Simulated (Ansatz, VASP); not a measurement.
# HgTe in VASP and in Ansatz

```
Hg Te
1.0
     0.00000    3.28672    3.28672
     3.28672    0.00000    3.28672
     3.28672    3.28672    0.00000
Hg Te
1 1
Direct
  0.00000 0.00000 0.00000
  0.75000 0.75000 0.75000
```

Change from the starting cell: volume scaled by 1.06.

Alike in both runs: task single point; functional LDA; k mesh 11 × 11 × 11; occupations fermi-dirac, width 0.03 eV; no spin polarisation.

|  | VASP | Ansatz |
| --- | --- | --- |
| version | VASP 6.6.1 | Ansatz 0.2.0 |
| potentials or method | VASP PAW LDA potentials, release 64 (Hg, Te), cutoff 520 eV | all-electron LAPW, scalar-relativistic |

|  | VASP | Ansatz | Ansatz less VASP |
| --- | --- | --- | --- |
| pressure (GPa) | -2.4 | -2.6 | -0.19 |

LDA's correlation is that of Perdew and Zunger in VASP and of Perdew and Wang (1992) in Ansatz. Ansatz ran all-electron here, and VASP with PAW potentials.

Spin-orbit coupling is off throughout.
